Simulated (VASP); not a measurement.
# Si (Fd-3m) in VASP: single point with PBE

Aim: the single point of Si with PBE.

All numbers are computed with VASP 6.6.1; they aren't measurements. Logs are shortened: lines on timing, memory, paths and dates and some standing lists are left out, and cuts for length are marked.

### Step 1. The cell of the first run

The structure is cubic, space group Fd-3m (No. 227). The conventional cell has a = 5.728 Å, b = 5.728 Å, c = 5.728 Å, α = 90.00°, β = 90.00°, γ = 90.00°. Si (site symmetry -43m) has 4 Si at 2.48 Å within 3.3 Å.

### Step 2. Single point, PBE (Sn replaced by Si, lengths x 0.879, strained)

Input file INCAR:

```
SYSTEM = Si
ALGO     = Normal         ! electronic algorithm
EDIFF    = 1E-6           ! SCF threshold, eV
ENCUT    = 520            ! plane-wave cutoff, eV
GGA      = PE             ! functional
ISIF     = 2              ! what is computed and relaxed
ISMEAR   = 0              ! smearing method
LASPH    = .TRUE.         ! aspherical terms in the spheres
LCHARG   = .FALSE.        ! write CHGCAR
LREAL    = .FALSE.        ! projectors in reciprocal space
LWAVE    = .FALSE.        ! write WAVECAR
NBANDS   = 11             ! bands
NELM     = 60             ! most SCF steps
PREC     = Accurate       ! precision mode
SIGMA    = 0.02           ! smearing width, eV
```

Input file KPOINTS:

```
k-points
0
G
  8 8 8
  0 0 0
```

Input file POSCAR:

```
Si
1.0
    0.0000000000      2.8640260158      2.8640260158
    2.8640260158      0.0000000000      2.8640260158
    2.8640260158      2.8640260158      0.0000000000
Si
2
Direct
    0.5000000000      0.5000000000      0.5000000000
    0.7500000000      0.7500000000      0.7500000000
```

Potentials or basis: VASP PAW PBE potentials, release 64 (Si).

Run with:

```console
$ cat potpaw_PBE.64/Si/POTCAR > POTCAR
$ mpirun -np 1 vasp_std > vasp.out
```

OUTCAR:

```text
SYSTEM = Si
   EDIFF = 1E-6
   ENCUT = 520
   GGA = PE
   ISIF = 2
   ISMEAR = 0
   LASPH = .TRUE.
   LREAL = .FALSE.
   NELM = 60
   PREC = Accurate

 ion  position               nearest neighbor table
   1  0.500  0.500  0.500-   2 2.48   2 2.48   2 2.48   2 2.48
   2  0.750  0.750  0.750-   1 2.48   1 2.48   1 2.48   1 2.48

  LATTYP: Found a face centered cubic cell.
 ALAT       =     5.7280520316

  Lattice vectors:

 A1 = (   0.0000000000,   2.8640260158,   2.8640260158)
 A2 = (   2.8640260158,   0.0000000000,   2.8640260158)
 A3 = (   2.8640260158,   2.8640260158,   0.0000000000)

Analysis of symmetry for initial positions (statically):
=====================================================================
 Subroutine PRICEL returns:
 Original cell was already a primitive cell.

 Routine SETGRP: Setting up the symmetry group for a
 face centered cubic supercell.

 Subroutine GETGRP returns: Found 48 space group operations
 (whereof 24 operations were pure point group operations)
 out of a pool of 48 trial point group operations.

The static configuration has the point symmetry T_d .
 The point group associated with its full space group is O_h .

Analysis of symmetry for dynamics (positions and initial velocities):
=====================================================================
 Subroutine PRICEL returns:
 Original cell was already a primitive cell.

 Routine SETGRP: Setting up the symmetry group for a
 face centered cubic supercell.

 Subroutine GETGRP returns: Found 48 space group operations
 (whereof 24 operations were pure point group operations)
 out of a pool of 48 trial point group operations.

The dynamic configuration has the point symmetry T_d .
 The point group associated with its full space group is O_h .

 Subroutine INISYM returns: Found 48 space group operations
 (whereof 24 operations are pure point group operations),
 and found     1 'primitive' translations

----------------------------------------------------------------------------------------

                                     Primitive cell

  volume of cell :      46.9852

  direct lattice vectors                    reciprocal lattice vectors
     0.000000000  2.864026016  2.864026016    -0.174579420  0.174579420  0.174579420
     2.864026016  0.000000000  2.864026016     0.174579420 -0.174579420  0.174579420
     2.864026016  2.864026016  0.000000000     0.174579420  0.174579420 -0.174579420

  length of vectors
     4.050344435  4.050344435  4.050344435     0.302380425  0.302380425  0.302380425

  position of ions in fractional coordinates (direct lattice)
     0.500000000  0.500000000  0.500000000
     0.750000000  0.750000000  0.750000000

  ion indices of the primitive-cell ions
   primitive index   ion index
                 1           1
                 2           2

----------------------------------------------------------------------------------------

 KPOINTS: k-points

Automatic generation of k-mesh.
 Grid dimensions read from file:
 generate k-points for:    8    8    8

 Generating k-lattice:

  Cartesian coordinates                     Fractional coordinates (reciprocal lattice)
    -0.021822427  0.021822427  0.021822427     0.125000000  0.000000000  0.000000000
     0.021822427 -0.021822427  0.021822427     0.000000000  0.125000000  0.000000000
     0.021822427  0.021822427 -0.021822427     0.000000000  0.000000000  0.125000000

  Length of vectors
     0.037797553  0.037797553  0.037797553

  Shift w.r.t. Gamma in fractional coordinates (k-lattice)
     0.000000000  0.000000000  0.000000000

 Subroutine IBZKPT returns following result:
 ===========================================

 Found     29 irreducible k-points:

 Following reciprocal coordinates:
            Coordinates               Weight
  0.000000  0.000000  0.000000      1.000000
  0.125000  0.000000  0.000000      8.000000
  0.250000  0.000000  0.000000      8.000000
  0.375000  0.000000  0.000000      8.000000
  0.500000  0.000000  0.000000      4.000000
  0.125000  0.125000  0.000000      6.000000
[... 16 lines left out ...]
  0.500000  0.250000  0.125000     48.000000
 -0.375000  0.250000  0.125000     24.000000
 [... further k-points ...]
   k-points           NKPTS =     29   k-points in BZ     NKDIM =     29   number of bands    NBANDS=     11
   number of dos      NEDOS =    301   number of ions     NIONS =      2
   total plane-waves  NPLWV =  27000
   dimension x,y,z NGX =    30 NGY =   30 NGZ =   30
   dimension x,y,z NGXF=    60 NGYF=   60 NGZF=   60
   ions per type =               2
   NGX,Y,Z   is equivalent  to a cutoff of  12.31, 12.31, 12.31 a.u.
   NGXF,Y,Z  is equivalent  to a cutoff of  24.63, 24.63, 24.63 a.u.
 SYSTEM =  Si
   PREC   = accura    normal or accurate (medium, high low for compatibility)
   ISTART =      0    job   : 0-new  1-cont  2-samecut
   ICHARG =      2    charge: 1-file 2-atom 10-const
   ISPIN  =      1    spin polarized calculation?
   LNONCOLLINEAR =      F non collinear calculations
   LSORBIT =      F    spin-orbit coupling
   LASPH  =      T    aspherical Exc in radial PAW
   ENCUT  =  520.0 eV  38.22 Ry    6.18 a.u.   7.53  7.53  7.53*2*pi/ulx,y,z
   NELM   =     60;   NELMIN=  2; NELMDL= -5     # of ELM steps
   EDIFF  = 0.1E-05   stopping-criterion for ELM
   LREAL  =      F    real-space projection
   EDIFFG = 0.1E-04   stopping-criterion for IOM
   NSW    =      0    number of steps for IOM
   IBRION =     -1    ionic relax: 0-MD 1-quasi-New 2-CG
   NFREE  =      0    steps in history (QN), initial steepest desc. (CG)
   ISIF   =      2    stress and relaxation
   ISYM   =      2    0-nonsym 1-usesym 2-fastsym
   POTIM  = 0.5000    time-step for ionic-motion
   TEBEG  =    0.0;   TEEND  =   0.0 temperature during run
   PSTRESS=    0.0 pullay stress
   NELECT =       8.0000    total number of electrons
   NUPDOWN=      -1.0000    fix difference up-down
   EMIN   =  10.00;   EMAX   =-10.00  energy-range for DOS
   EFERMI =   0.00;   METHOD = LEGACY
   ISMEAR =     0;   SIGMA  =   0.02  broadening in eV -4-tet -1-fermi 0-gaus
   EFERMI_NEDOS =   21; number of points for ismear=-14 and -15
   IALGO  =     38    algorithm
   IMIX   =      4    mixing-type and parameters
     AMIX     =   0.40;   BMIX     =  1.00
     AMIX_MAG =   1.60;   BMIX_MAG =  1.00
  volume/ion in A,a.u.               =      23.49       158.54
  Fermi-wavevector in a.u.,A,eV,Ry     =   0.907370  1.714681 11.201959  0.823321
  Thomas-Fermi vector in A             =   2.031169
   LORBIT       =      0    0 simple, 1 ext, 2 COOP (PROOUT), +10 PAW based schemes
   GGA     = PE    functional components
   LHFCALC =     F    Hartree Fock is set to
   AEXX    =    0.0000 exact exchange contribution
   IVDW    =     0    specifies the selected vdW correction
   LEPSILON=     F    determine dielectric tensor
   LRPA    =     F    only Hartree local field effects (RPA)
 non-spin polarized calculation
 Gauss-broadening in eV      SIGMA  =   0.02
  energy-cutoff  :      520.00
  volume of cell :       46.99
 maximum number of plane-waves:      1283
   NGX = 15   NGY = 15   NGZ = 15

 number of electron       8.0000000 magnetization

 Free energy of the ion-electron system (eV)
  ---------------------------------------------------
  ext. energy  EPLUGINS =         0.00000000
  ---------------------------------------------------
  free energy    TOTEN  =       -10.64983151 eV

  energy without entropy =      -10.64983151  energy(sigma->0) =      -10.64983151

 E-fermi :   4.4326     XC(G=0):  -8.7934

 val. band max:        4.3232335875   @ k =   0.0000   0.0000   0.0000
 cond. band min:       5.1663349966   @ k =   0.3750   0.3750   0.0000
 fundamental gap:      0.8431014091
 Fermi energy:         4.4326019696

 k-point     1 :       0.0000    0.0000    0.0000
  band No.  band energies     occupation
      1      -6.6100      2.00000
      2       4.3232      2.00000
      3       4.3232      2.00000
      4       4.3232      2.00000
      5       5.9577      0.00000
      6       6.8074      0.00000
      7       6.8074      0.00000
      8       6.8074      0.00000
      9      11.6856      0.00000
     10      11.9443      0.00000
     11      11.9443      0.00000

 k-point     2 :       0.1250    0.0000    0.0000
  band No.  band energies     occupation
      1      -6.4328      2.00000
      2       2.7186      2.00000
      3       4.0784      2.00000
      4       4.0784      2.00000
      5       6.2103      0.00000
      6       7.1697      0.00000
      7       7.1697      0.00000
      8       7.9031      0.00000
      9      11.5251      0.00000
     10      11.5251      0.00000
     11      12.3882      0.00000

 k-point     3 :       0.2500    0.0000    0.0000
  band No.  band energies     occupation
      1      -5.9191      2.00000
      2       0.6323      2.00000
      3       3.6641      2.00000
      4       3.6641      2.00000
      5       5.7803      0.00000
      6       7.6789      0.00000
      7       7.6789      0.00000
      8      10.0184      0.00000
      9      11.4448      0.00000
     10      11.4448      0.00000
     11      12.8455      0.00000

 k-point     4 :       0.3750    0.0000    0.0000
  band No.  band energies     occupation
      1      -5.1644      2.00000
      2      -1.1247      2.00000
      3       3.3679      2.00000
      4       3.3679      2.00000
      5       5.4343      0.00000
      6       7.7480      0.00000
      7       7.7480      0.00000
      8      11.7096      0.00000
      9      12.5794      0.00000
     10      12.5794      0.00000
     11      12.8571      0.00000
[... 239 lines left out ...]
 k-point    22 :       0.3750    0.2500    0.1250
  band No.  band energies     occupation
      1      -5.4607      2.00000
      2       0.1356      2.00000
      3       2.0327      2.00000
      4       3.0853      2.00000
      5       6.7133      0.00000
      6       7.5560      0.00000
      7       8.5688      0.00000
      8       9.3541      0.00000
      9      11.5207      0.00000
     10      13.6168      0.00000
     11      14.4785      0.00000

 k-point    23 :       0.5000    0.2500    0.1250
  band No.  band energies     occupation
      1      -4.7083      2.00000
      2      -1.1865      2.00000
      3       1.4625      2.00000
      4       2.6797      2.00000
      5       7.0028      0.00000
      6       7.6692      0.00000
      7       9.0142      0.00000
      8       9.8386      0.00000
      9      12.6585      0.00000
     10      13.2722      0.00000
     11      15.5481      0.00000

 k-point    24 :      -0.3750    0.2500    0.1250
  band No.  band energies     occupation
      1      -4.1818      2.00000
      2      -1.9537      2.00000
      3       1.3193      2.00000
      4       2.4951      2.00000
      5       7.0036      0.00000
      6       7.5292      0.00000
      7       9.7072      0.00000
      8      11.0127      0.00000
      9      11.1215      0.00000
     10      14.3124      0.00000
     11      14.9658      0.00000

 [... further k-points ...]
[... 5 lines left out ...]
  --------------------------------------------------------------------------------------
  -------------------------------------------------------------------------------------
  Total       -2.6673821     -2.6673821     -2.6673821      0.0000000      0.0000000     -0.0000000
  in kB      -90.9567536    -90.9567536    -90.9567536      0.0000000      0.0000000     -0.0000000
  external PRESSURE =     -90.9567536 kB  Pullay stress =       0.0000000 kB

 VOLUME and BASIS-vectors are now :
 -----------------------------------------------------------------------------
  energy-cutoff  :      520.00
  volume of cell :       46.99
      direct lattice vectors                 reciprocal lattice vectors
     0.000000000  2.864026016  2.864026016    -0.174579420  0.174579420  0.174579420
     2.864026016  0.000000000  2.864026016     0.174579420 -0.174579420  0.174579420
     2.864026016  2.864026016  0.000000000     0.174579420  0.174579420 -0.174579420

 POSITION                                       TOTAL-FORCE (eV/Angst)
 -----------------------------------------------------------------------------------
      2.86403      2.86403      2.86403        -0.000000     -0.000000     -0.000000
      4.29604      4.29604      4.29604         0.000000      0.000000      0.000000
 -----------------------------------------------------------------------------------
    total drift:                                0.000000     -0.000000     -0.000000

  FREE ENERGIE OF THE ION-ELECTRON SYSTEM (eV)
  ---------------------------------------------------
  free  energy   TOTEN  =       -10.6498315093 eV

  energy  without entropy=      -10.6498315093  energy(sigma->0) =      -10.64983151
```

Run time: 6.8 s. Hardware: 1 thread of Intel Xeon 6975P-C (Granite Rapids), shared host; peak memory 0.15 GiB.

What came out:

| Property | Result |
| --- | --- |
| Free energy | -10.6498 eV |
| Pressure | -9.1 GPa |
| Band gap on the k mesh | 0.84 eV, indirect (least direct gap 1.63 eV) |

Caveat: the cell differs from its parent crystal (Sn replaced by Si, lengths x 0.879, strained). A k mesh can miss the band edges.
